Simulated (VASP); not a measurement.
# CuO (Cc) in VASP: further runs

CuO is run at these levels: LDA, BLYP, PBE; tasks: single point, relaxation of cell and atoms.

All numbers are computed with VASP 6.6.1; they aren't measurements. Logs are shortened: lines on timing, memory, paths and dates and some standing lists are left out, and cuts for length are marked.

### Step 1. The cell of the first run

Symmetry: Cc, No. 9, monoclinic system. Conventional cell: a = 4.689 Å, b = 3.427 Å, c = 5.132 Å, α = 90.00°, β = 99.65°, γ = 90.00°. Within 2.5 Å of Cu (site symmetry 1) lie 4 O at 1.91 to 2.02 Å. Within 2.5 Å of O (site symmetry 1) lie 4 Cu at 1.91 to 2.02 Å.

### Step 2. Single point, LDA

The input, INCAR:

```
ALGO = Normal
EDIFF = 1E-6
ENCUT = 1340
GGA = CA
GGA_COMPAT = False
ISIF = 2
ISMEAR = -1
LASPH = True
LCHARG = True
LELF = True
LREAL = False
LVHAR = True
LWAVE = False
NBANDS = 33
NELM = 120
PREC = Accurate
SIGMA = 0.05
```

The input, KPOINTS:

```
k-points
0
Gamma
  6 6 3
```

The input, POSCAR:

```
CuO
1.0
    2.3446497600     -1.7133998200      0.0000000000
    2.3446497600      1.7133998200      0.0000000000
   -0.8605499100      0.0000000000      5.0594394800
Cu O
2 2
Direct
    0.0032000000      0.4968000000      0.0000000000
    0.4968000000      0.0032000000      0.5000000000
    0.5714000000      0.4056000000      0.2537000000
    0.4056000000      0.5714000000      0.7537000000
```

Potentials or basis: VASP PAW LDA potentials, release 64 (Cu_sv_GW, O_h).

On the command line:

```sh
cat potpaw_LDA.64/Cu_sv_GW/POTCAR potpaw_LDA.64/O_h/POTCAR > POTCAR
mpirun -np 1 vasp_std > vasp.out
```

OUTCAR:

```text
EDIFF = 1E-6
   ENCUT = 1340
   GGA = CA
   ISIF = 2
   ISMEAR = -1
   LASPH = True
   LREAL = False
   NELM = 120
   PREC = Accurate

 ion  position               nearest neighbor table
   1  0.003  0.497  0.000-   4 1.91   3 1.93   4 1.98   3 2.02
   2  0.497  0.003  0.500-   3 1.91   4 1.93   3 1.98   4 2.02
   3  0.571  0.406  0.254-   2 1.91   1 1.93   2 1.98   1 2.02
   4  0.406  0.571  0.754-   1 1.91   2 1.93   1 1.98   2 2.02

  LATTYP: Found a base centered monoclinic cell.
 ALAT       =     4.6892995200
 B/A-ratio  =     0.7307700490
 C/A-ratio  =     1.0944283419
 COS(beta)  =    -0.1676798045

  Lattice vectors:

 A1 = (   2.3446497600,  -1.7133998200,   0.0000000000)
 A2 = (   2.3446497600,   1.7133998200,   0.0000000000)
 A3 = (  -0.8605499100,   0.0000000000,   5.0594394800)

Analysis of symmetry for initial positions (statically):
=====================================================================
 Subroutine PRICEL returns:
 Original cell was already a primitive cell.

 Routine SETGRP: Setting up the symmetry group for a
 base centered monoclinic supercell.

 Subroutine GETGRP returns: Found  2 space group operations
 (whereof  1 operations were pure point group operations)
 out of a pool of  4 trial point group operations.

The static configuration has the point symmetry C_1 .
 The point group associated with its full space group is C_1h.

Analysis of symmetry for dynamics (positions and initial velocities):
=====================================================================
 Subroutine PRICEL returns:
 Original cell was already a primitive cell.

 Routine SETGRP: Setting up the symmetry group for a
 base centered monoclinic supercell.

 Subroutine GETGRP returns: Found  2 space group operations
 (whereof  1 operations were pure point group operations)
 out of a pool of  4 trial point group operations.

The dynamic configuration has the point symmetry C_1 .
 The point group associated with its full space group is C_1h.

 Subroutine INISYM returns: Found  2 space group operations
 (whereof  1 operations are pure point group operations),
 and found     1 'primitive' translations

----------------------------------------------------------------------------------------

                                     Primitive cell

  volume of cell :      40.6508

  direct lattice vectors                    reciprocal lattice vectors
     2.344649760 -1.713399820  0.000000000     0.213251467 -0.291817470  0.036271514
     2.344649760  1.713399820  0.000000000     0.213251467  0.291817470  0.036271514
    -0.860549910  0.000000000  5.059439480     0.000000000  0.000000000  0.197650353

  length of vectors
     2.903983719  2.903983719  5.132102298     0.363248188  0.363248188  0.197650353

  position of ions in fractional coordinates (direct lattice)
     0.003200000  0.496800000  0.000000000
     0.496800000  0.003200000  0.500000000
     0.571400000  0.405600000  0.253700000
     0.405600000  0.571400000  0.753700000

  ion indices of the primitive-cell ions
   primitive index   ion index
                 1           1
                 2           2
                 3           3
                 4           4

----------------------------------------------------------------------------------------

 KPOINTS: k-points

Automatic generation of k-mesh.
 Grid dimensions read from file:
 generate k-points for:    6    6    3

 Generating k-lattice:

  Cartesian coordinates                     Fractional coordinates (reciprocal lattice)
     0.035541911 -0.048636245  0.006045252     0.166666667 -0.000000000  0.000000000
     0.035541911  0.048636245  0.006045252    -0.000000000  0.166666667  0.000000000
     0.000000000  0.000000000  0.065883451     0.000000000  0.000000000  0.333333333

  Length of vectors
     0.060541365  0.060541365  0.065883451

  Shift w.r.t. Gamma in fractional coordinates (k-lattice)
     0.000000000  0.000000000  0.000000000

 Subroutine IBZKPT returns following result:
 ===========================================

 Found     34 irreducible k-points:

 Following reciprocal coordinates:
            Coordinates               Weight
  0.000000  0.000000  0.000000      1.000000
  0.166667 -0.000000  0.000000      4.000000
  0.333333 -0.000000  0.000000      4.000000
  0.500000 -0.000000  0.000000      2.000000
  0.166667  0.166667  0.000000      2.000000
  0.333333  0.166667  0.000000      4.000000
[... 16 lines left out ...]
 -0.333333  0.166667  0.333333      4.000000
 -0.166667  0.166667  0.333333      4.000000
 [... further k-points ...]
   k-points           NKPTS =     34   k-points in BZ     NKDIM =     34   number of bands    NBANDS=     33
   number of dos      NEDOS =    301   number of ions     NIONS =      4
   total plane-waves  NPLWV =  82944
   dimension x,y,z NGX =    36 NGY =   36 NGZ =   64
   dimension x,y,z NGXF=    72 NGYF=   72 NGZF=  128
   ions per type =               2   2
   NGX,Y,Z   is equivalent  to a cutoff of  20.61, 20.61, 20.73 a.u.
   NGXF,Y,Z  is equivalent  to a cutoff of  41.22, 41.22, 41.46 a.u.
 SYSTEM =  unknown system
   PREC   = accura    normal or accurate (medium, high low for compatibility)
   ISTART =      0    job   : 0-new  1-cont  2-samecut
   ICHARG =      2    charge: 1-file 2-atom 10-const
   ISPIN  =      1    spin polarized calculation?
   LNONCOLLINEAR =      F non collinear calculations
   LSORBIT =      F    spin-orbit coupling
   LASPH  =      T    aspherical Exc in radial PAW
   ENCUT  = 1340.0 eV  98.49 Ry    9.92 a.u.   8.67  8.67 15.32*2*pi/ulx,y,z
   NELM   =    120;   NELMIN=  2; NELMDL= -5     # of ELM steps
   EDIFF  = 0.1E-05   stopping-criterion for ELM
   LREAL  =      F    real-space projection
   EDIFFG = 0.1E-04   stopping-criterion for IOM
   NSW    =      0    number of steps for IOM
   IBRION =     -1    ionic relax: 0-MD 1-quasi-New 2-CG
   NFREE  =      0    steps in history (QN), initial steepest desc. (CG)
   ISIF   =      2    stress and relaxation
   ISYM   =      2    0-nonsym 1-usesym 2-fastsym
   POTIM  = 0.5000    time-step for ionic-motion
   TEBEG  =    0.0;   TEEND  =   0.0 temperature during run
   PSTRESS=    0.0 pullay stress
   NELECT =      50.0000    total number of electrons
   NUPDOWN=      -1.0000    fix difference up-down
   EMIN   =  10.00;   EMAX   =-10.00  energy-range for DOS
   EFERMI =   0.00;   METHOD = LEGACY
   ISMEAR =    -1;   SIGMA  =   0.05  broadening in eV -4-tet -1-fermi 0-gaus
   EFERMI_NEDOS =   21; number of points for ismear=-14 and -15
   IALGO  =     38    algorithm
   IMIX   =      4    mixing-type and parameters
     AMIX     =   0.40;   BMIX     =  1.00
     AMIX_MAG =   1.60;   BMIX_MAG =  1.00
  volume/ion in A,a.u.               =      10.16        68.58
  Fermi-wavevector in a.u.,A,eV,Ry     =   1.754049  3.314673 41.860895  3.076689
  Thomas-Fermi vector in A             =   2.824066
   LORBIT       =      0    0 simple, 1 ext, 2 COOP (PROOUT), +10 PAW based schemes
   GGA     = CA    functional components
   LHFCALC =     F    Hartree Fock is set to
   AEXX    =    0.0000 exact exchange contribution
   IVDW    =     0    specifies the selected vdW correction
   LEPSILON=     F    determine dielectric tensor
   LRPA    =     F    only Hartree local field effects (RPA)
 non-spin polarized calculation
  energy-cutoff  :     1340.00
  volume of cell :       40.65
 maximum number of plane-waves:      4546
 NGX is ok and might be reduce to    36
   NGX = 17   NGY = 17   NGZ = 31

 number of electron      50.0000002 magnetization

 Free energy of the ion-electron system (eV)
  ---------------------------------------------------
  ext. energy  EPLUGINS =         0.00000000
  ---------------------------------------------------
  free energy    TOTEN  =       -23.42209674 eV

  energy without entropy =      -23.39923624  energy(sigma->0) =      -23.41066649

 E-fermi :   5.6916     XC(G=0): -12.8404

 val. band max:        5.6622310848   @ k =   0.1667  -0.0000   0.0000
 cond. band min:       5.6992918082   @ k =   0.5000   0.3333   0.3333
 fundamental gap:      0.0370607234
 Fermi energy:         5.6916484290

 k-point     1 :       0.0000    0.0000    0.0000
  band No.  band energies     occupation
      1    -105.8153      2.00000
      2    -105.8146      2.00000
      3     -63.9312      2.00000
      4     -63.9310      2.00000
      5     -63.9004      2.00000
      6     -63.8911      2.00000
[... 25 lines left out ...]
     32      21.8583      0.00000
     33      22.3032      0.00000

 k-point     2 :       0.1667   -0.0000    0.0000
  band No.  band energies     occupation
      1    -105.8151      2.00000
      2    -105.8145      2.00000
      3     -63.9346      2.00000
      4     -63.9312      2.00000
      5     -63.8997      2.00000
      6     -63.8916      2.00000
[... 25 lines left out ...]
     32      20.8318      0.00000
     33      22.1248      0.00000

 k-point     3 :       0.3333   -0.0000    0.0000
  band No.  band energies     occupation
      1    -105.8146      2.00000
      2    -105.8142      2.00000
      3     -63.9415      2.00000
      4     -63.9314      2.00000
      5     -63.8979      2.00000
      6     -63.8930      2.00000
[... 25 lines left out ...]
     32      19.0505      0.00000
     33      21.4675      0.00000

 k-point     4 :       0.5000   -0.0000    0.0000
  band No.  band energies     occupation
      1    -105.8143      2.00000
      2    -105.8142      2.00000
      3     -63.9449      2.00000
      4     -63.9315      2.00000
      5     -63.8962      2.00000
      6     -63.8945      2.00000
[... 673 lines left out ...]
     32      19.1231      0.00000
     33      20.6566      0.00000

 k-point    23 :      -0.3333    0.1667    0.3333
  band No.  band energies     occupation
      1    -105.8143      2.00000
      2    -105.8141      2.00000
      3     -63.9418      2.00000
      4     -63.9348      2.00000
      5     -63.8959      2.00000
      6     -63.8945      2.00000
[... 25 lines left out ...]
     32      19.2476      0.00000
     33      20.1865      0.00000

 k-point    24 :      -0.1667    0.1667    0.3333
  band No.  band energies     occupation
      1    -105.8147      2.00000
      2    -105.8145      2.00000
      3     -63.9350      2.00000
      4     -63.9346      2.00000
      5     -63.8969      2.00000
      6     -63.8941      2.00000
[... 25 lines left out ...]
     32      19.4234      0.00000
     33      20.4498      0.00000

 [... further k-points ...]

------------------------ aborting loop because EDIFF is reached ----------------------------------------

  FORCE on cell =-STRESS in cart. coord.  units (eV):
  Direction    XX          YY          ZZ          XY          YZ          ZX
  --------------------------------------------------------------------------------------
  -------------------------------------------------------------------------------------
  Total       -2.6322652     -1.4761192     -2.9480429      0.0000000      0.0000000     -0.0832999
  in kB     -103.7459441    -58.1785516   -116.1917464      0.0000000      0.0000000     -3.2831151
  external PRESSURE =     -92.7054140 kB  Pullay stress =       0.0000000 kB

 VOLUME and BASIS-vectors are now :
 -----------------------------------------------------------------------------
  energy-cutoff  :     1340.00
  volume of cell :       40.65
      direct lattice vectors                 reciprocal lattice vectors
     2.344649760 -1.713399820  0.000000000     0.213251467 -0.291817470  0.036271514
     2.344649760  1.713399820  0.000000000     0.213251467  0.291817470  0.036271514
    -0.860549910  0.000000000  5.059439480     0.000000000  0.000000000  0.197650353

 POSITION                                       TOTAL-FORCE (eV/Angst)
 -----------------------------------------------------------------------------------
      1.17232      0.84573      0.00000        -0.550263      0.302689      0.214943
      0.74205     -0.84573      2.52972        -0.550263     -0.302689      0.214943
      2.07240     -0.28408      1.28358         0.550263      0.491488     -0.214943
      1.64213      0.28408      3.81330         0.550263     -0.491488     -0.214943
 -----------------------------------------------------------------------------------
    total drift:                               -0.000954     -0.000000     -0.000034

  FREE ENERGIE OF THE ION-ELECTRON SYSTEM (eV)
  ---------------------------------------------------
  free  energy   TOTEN  =       -23.4220967429 eV

  energy  without entropy=      -23.3992362395  energy(sigma->0) =      -23.41066649
```

Wall time 4 min (1 thread of Intel Xeon Platinum 8259CL at 2.50GHz (Skylake/Cascade Lake), shared host); peak memory 0.35 GiB.

Results:

| Property | Result |
| --- | --- |
| Free energy | -23.4221 eV |
| Pressure | -9.3 GPa |
| Largest force | 0.768 eV/Å |
| Band gap on the k mesh | zero (bands 25 and 26 overlap by 0.47 eV) |

Forces on the atoms (eV/Å):
```
Cu  -0.550  0.303  0.215
Cu  -0.550 -0.303  0.215
O    0.550  0.491 -0.215
O    0.550 -0.491 -0.215
```

Stress tensor (GPa, compression positive):
```
-10.37   0.00  -0.33
  0.00  -5.82   0.00
 -0.33   0.00 -11.62
```

Caveat: the k points lie up to 0.41 Å⁻¹ apart; semilocal functionals underestimate gaps, and a narrow one can read as zero; semilocal functionals often make such compounds metallic where correlation or magnetic order opens a gap, which also shifts bond lengths.

(Continued in part 2 of 3.)

The gap in the log of VASP goes by the Fermi energy; the results here count the filled bands.